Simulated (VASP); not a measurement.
# TiC (Fm-3m) in VASP: elastic constants with PBEsol

Aim: the elastic constants of TiC with PBEsol.

Program: VASP 6.6.1. These are calculated values, not measurements. Logs are shortened: lines on timing, memory, paths and dates and some standing lists are left out, and cuts for length are marked.

## 1. The cell of the first run

The structure is cubic, space group Fm-3m (No. 225). Conventional cell: a = 4.293 Å, b = 4.293 Å, c = 4.293 Å, α = 90.00°, β = 90.00°, γ = 90.00°. Within 2.8 Å of Ti (site symmetry m-3m) lie 6 C at 2.15 Å. Within 2.8 Å of C (site symmetry m-3m) lie 6 Ti at 2.15 Å.

## 2. Elastic constants, PBEsol

INCAR reads:

```
SYSTEM = TiC
PREC = Accurate
ENCUT = 600
EDIFF = 1E-8
ISMEAR = -1
SIGMA = 0.08
LREAL = .False.
LASPH = .True.
NELM = 80
ALGO = Normal
ISIF = 3
LWAVE = .False.
LCHARG = .True.
GGA = PS
NBANDS = 15
IBRION = 6
NFREE = 2
POTIM = 0.015
NSW = 1
```

KPOINTS reads:

```
Automatic mesh
0
Gamma
  18 18 18
  0 0 0
```

POSCAR reads:

```
TiC
1.0
    0.0000000000      2.1467338211      2.1467338211
    2.1467338211      0.0000000000      2.1467338211
    2.1467338211      2.1467338211      0.0000000000
Ti C
1 1
Direct
    0.0000000000      0.0000000000      0.0000000000
    0.5000000000      0.5000000000      0.5000000000
```

Potentials or basis: VASP PAW PBE potentials, release 64 (Ti_sv, C).

On the command line:

```
cat potpaw_PBE.64/Ti_sv/POTCAR potpaw_PBE.64/C/POTCAR > POTCAR
mpirun -np 1 vasp_std > vasp.out
```

OUTCAR:

```text
SYSTEM = TiC
   PREC = Accurate
   ENCUT = 600
   EDIFF = 1E-8
   ISMEAR = -1
   LREAL = .False.
   LASPH = .True.
   NELM = 80
   ISIF = 3
   GGA = PS
   IBRION = 6
   NFREE = 2
   POTIM = 0.015
   NSW = 1

 ion  position               nearest neighbor table
   1  0.000  0.000  0.000-   2 2.15   2 2.15   2 2.15   2 2.15   2 2.15   2 2.15
   2  0.500  0.500  0.500-   1 2.15   1 2.15   1 2.15   1 2.15   1 2.15   1 2.15

  LATTYP: Found a face centered cubic cell.
 ALAT       =     4.2934676422

  Lattice vectors:

 A1 = (   0.0000000000,   2.1467338211,   2.1467338211)
 A2 = (   2.1467338211,   0.0000000000,   2.1467338211)
 A3 = (   2.1467338211,   2.1467338211,   0.0000000000)

Analysis of symmetry for initial positions (statically):
=====================================================================
 Subroutine PRICEL returns:
 Original cell was already a primitive cell.

 Routine SETGRP: Setting up the symmetry group for a
 face centered cubic supercell.

 Subroutine GETGRP returns: Found 48 space group operations
 (whereof 48 operations were pure point group operations)
 out of a pool of 48 trial point group operations.

The static configuration has the point symmetry O_h .

Analysis of symmetry for dynamics (positions and initial velocities):
=====================================================================
 Subroutine PRICEL returns:
 Original cell was already a primitive cell.

 Routine SETGRP: Setting up the symmetry group for a
 face centered cubic supercell.

 Subroutine GETGRP returns: Found 48 space group operations
 (whereof 48 operations were pure point group operations)
 out of a pool of 48 trial point group operations.

The dynamic configuration has the point symmetry O_h .

 Subroutine INISYM returns: Found 48 space group operations
 (whereof 48 operations are pure point group operations),
 and found     1 'primitive' translations

----------------------------------------------------------------------------------------

                                     Primitive cell

  volume of cell :      19.7863

  direct lattice vectors                    reciprocal lattice vectors
     0.000000000  2.146733821  2.146733821    -0.232911968  0.232911968  0.232911968
     2.146733821  0.000000000  2.146733821     0.232911968 -0.232911968  0.232911968
     2.146733821  2.146733821  0.000000000     0.232911968  0.232911968 -0.232911968

  length of vectors
     3.035940085  3.035940085  3.035940085     0.403415363  0.403415363  0.403415363

  position of ions in fractional coordinates (direct lattice)
     0.000000000  0.000000000  0.000000000
     0.500000000  0.500000000  0.500000000

  ion indices of the primitive-cell ions
   primitive index   ion index
                 1           1
                 2           2

----------------------------------------------------------------------------------------

 KPOINTS: Automatic mesh

Automatic generation of k-mesh.
 Grid dimensions read from file:
 generate k-points for:   18   18   18

 Generating k-lattice:

  Cartesian coordinates                     Fractional coordinates (reciprocal lattice)
    -0.012939554  0.012939554  0.012939554     0.055555556  0.000000000  0.000000000
     0.012939554 -0.012939554  0.012939554     0.000000000  0.055555556  0.000000000
     0.012939554  0.012939554 -0.012939554     0.000000000  0.000000000  0.055555556

  Length of vectors
     0.022411965  0.022411965  0.022411965

  Shift w.r.t. Gamma in fractional coordinates (k-lattice)
[... 107 lines left out ...]
  -------------------------------------------------------------------------------------
  Total        0.0175160      0.0175160      0.0175160      0.0000000     -0.0000000      0.0000000
  in kB        1.4183397      1.4183397      1.4183397      0.0000000     -0.0000000      0.0000000
  external PRESSURE =       1.4183397 kB  Pullay stress =       0.0000000 kB
[... 89 lines left out ...]
  FREE ENERGIE OF THE ION-ELECTRON SYSTEM (eV)
  ---------------------------------------------------
  free  energy   TOTEN  =       -19.7972691702 eV

  energy  without entropy=      -19.7909075069  energy(sigma->0) =      -19.79408834

[... ionic steps 4 to 14 ...]

--------------------------------------- Ionic step       15  -------------------------------------------

 number of electron      16.0000002 magnetization

------------------------ aborting loop because EDIFF is reached ----------------------------------------
[... 67 lines left out ...]
--------------------------------------- Ionic step       17  -------------------------------------------

 number of electron      16.0000003 magnetization

 Free energy of the ion-electron system (eV)
  ---------------------------------------------------
  ext. energy  EPLUGINS =         0.00000000
  ---------------------------------------------------
  free energy    TOTEN  =       -19.80449648 eV

  energy without entropy =      -19.79807998  energy(sigma->0) =      -19.80128823

 E-fermi :   9.6130     XC(G=0): -12.9974

 val. band max:        9.6118139062   @ k =   0.5000   0.5000   0.0000
 cond. band min:       9.6133567540   @ k =   0.0000   0.5000   0.5000
 fundamental gap:      0.0015428478
 Fermi energy:         9.6129862594

 k-point     1 :       0.0000    0.0000    0.0000
  band No.  band energies     occupation
      1     -46.6389      2.00000
      2     -22.7515      2.00000
      3     -22.7515      2.00000
      4     -22.7514      2.00000
      5      -2.8756      2.00000
      6      10.2781      0.00049
      7      10.2781      0.00049
      8      10.2866      0.00044
      9      11.2373      0.00000
     10      11.3611      0.00000
     11      11.3611      0.00000
     12      11.3966      0.00000
     13      11.5132      0.00000
     14      20.4828      0.00000
[... 401 lines left out ...]
      2     -23.0221      2.00000
      3     -22.7963      2.00000
      4     -22.7694      2.00000
      5      -1.5588      2.00000
      6       6.9101      2.00000
      7       7.8065      2.00000
      8       8.0437      2.00000
      9      11.1597      0.00000
     10      11.5978      0.00000
     11      12.6179      0.00000
     12      14.9612      0.00000
     13      16.0348      0.00000
     14      21.1687      0.00000
     15      24.0743      0.00000

 [... further k-points ...]

------------------------ aborting loop because EDIFF is reached ----------------------------------------

  FORCE on cell =-STRESS in cart. coord.  units (eV):
  Direction    XX          YY          ZZ          XY          YZ          ZX
  --------------------------------------------------------------------------------------
  -------------------------------------------------------------------------------------
  Total        0.0266866      0.0182008      0.0182008     -0.0000000      0.0000000      0.0000000
  in kB        2.1609247      1.4737920      1.4737920     -0.0000000      0.0000000      0.0000000
  external PRESSURE =       1.7028362 kB  Pullay stress =       0.0000000 kB
[... 17 lines left out ...]
  FREE ENERGIE OF THE ION-ELECTRON SYSTEM (eV)
  ---------------------------------------------------
  free  energy   TOTEN  =       -19.8044964772 eV

  energy  without entropy=      -19.7980799753  energy(sigma->0) =      -19.80128823

 INTERNAL STRAIN TENSORS FROM STRAINED CELLS
 ============================================

 INTERNAL STRAIN TENSOR FOR ION    1 for displacements in x,y,z  (eV/Angst):
          X           Y           Z          XY          YZ          ZX
  --------------------------------------------------------------------------------
  x    -0.00000    -0.00000     0.00000     0.00000     0.00000     0.00000
  y    -0.00000    -0.00000    -0.00000    -0.00000    -0.00000     0.00000
  z    -0.00000     0.00000    -0.00000     0.00000    -0.00000    -0.00000

 INTERNAL STRAIN TENSORS FROM DISPLACED ATOMS
 ============================================

 INTERNAL STRAIN TENSOR FOR ION    1 for displacements in x,y,z  (eV/Angst):
          X           Y           Z          XY          YZ          ZX
  --------------------------------------------------------------------------------
  x     0.00000     0.00000     0.00000     0.00000     0.00000     0.00000
  y     0.00000     0.00000     0.00000     0.00000     0.00000     0.00000
  z     0.00000     0.00000     0.00000     0.00000     0.00000     0.00000

 INTERNAL STRAIN TENSOR FOR ION    2 for displacements in x,y,z  (eV/Angst):
          X           Y           Z          XY          YZ          ZX
  --------------------------------------------------------------------------------
  x     0.00000     0.00000     0.00000     0.00000     0.00000     0.00000
  y     0.00000     0.00000     0.00000     0.00000     0.00000     0.00000
  z     0.00000     0.00000     0.00000     0.00000     0.00000     0.00000

 Eigenvectors and eigenvalues of the dynamical matrix
 ----------------------------------------------------

   1 f  =   16.195717 THz   101.760691 2PiTHz  540.230970 cm-1    66.980074 meV
             X         Y         Z           dx          dy          dz
      0.000000  0.000000  0.000000     0.000000   -0.426644    0.136418
      2.146734  2.146734  2.146734     0.000000    0.851599   -0.272295
[... 21 lines left out ...]
   6 f/i=    0.001765 THz     0.011087 2PiTHz    0.058859 cm-1     0.007298 meV
             X         Y         Z           dx          dy          dz
      0.000000  0.000000  0.000000     0.273501    0.419838    0.740472
      2.146734  2.146734  2.146734     0.137022    0.210335    0.370970

--------------------------------------------------------------------------------------------------------

 ELASTIC MODULI CONTR FROM IONIC RELAXATION (kBar)
 Direction    XX          YY          ZZ          XY          YZ          ZX
 --------------------------------------------------------------------------------
 XX           0.0000      0.0000      0.0000      0.0000      0.0000      0.0000
 YY           0.0000      0.0000      0.0000      0.0000      0.0000      0.0000
 ZZ           0.0000      0.0000      0.0000      0.0000      0.0000      0.0000
 XY           0.0000      0.0000      0.0000      0.0000      0.0000      0.0000
 YZ           0.0000      0.0000      0.0000      0.0000      0.0000      0.0000
 ZX           0.0000      0.0000      0.0000      0.0000      0.0000      0.0000
 --------------------------------------------------------------------------------

 TOTAL ELASTIC MODULI (kBar)
 Direction    XX          YY          ZZ          XY          YZ          ZX
 --------------------------------------------------------------------------------
 XX        5548.1926   1215.6497   1215.6497      0.0000     -0.0000      0.0000
 YY        1215.6497   5548.1926   1215.6497     -0.0000     -0.0000      0.0000
 ZZ        1215.6497   1215.6497   5548.1926      0.0000     -0.0000      0.0000
 XY           0.0000     -0.0000      0.0000   1708.7331     -0.0000      0.0000
 YZ          -0.0000     -0.0000     -0.0000     -0.0000   1708.7331      0.0000
 ZX           0.0000      0.0000      0.0000      0.0000      0.0000   1708.7331
 --------------------------------------------------------------------------------
```

Wall time 17 min (1 thread of Intel Xeon 6975P-C (Granite Rapids), shared host); peak memory 0.97 GiB.

Results:

```yaml
Elastic_constants_C11_C12_C44: 555, 122, 171 GPa
Voigt_bulk_modulus: 266 GPa
Highest_phonon_frequency_at_Γ: 540 cm⁻¹
```

Phonon frequencies in cm⁻¹ (negative: imaginary):
```csv
q point,frequencies
"(0.000, 0.000, 0.000)",0 0 0 540 540 540
```

Elastic tensor in Voigt notation (GPa, in the Cartesian axes of the cell as first typed):
```
555 122 122   0   0   0
122 555 122   0   0   0
122 122 555   0   0   0
  0   0   0 171   0   0
  0   0   0   0 171   0
  0   0   0   0   0 171
```

Clamped-ion elastic tensor (GPa):
```
555 122 122   0   0   0
122 555 122   0   0   0
122 122 555   0   0   0
  0   0   0 171   0   0
  0   0   0   0 171   0
  0   0   0   0   0 171
```

Caveat: the PAW data sets were made with another functional, which shifts forces and pressure a little.
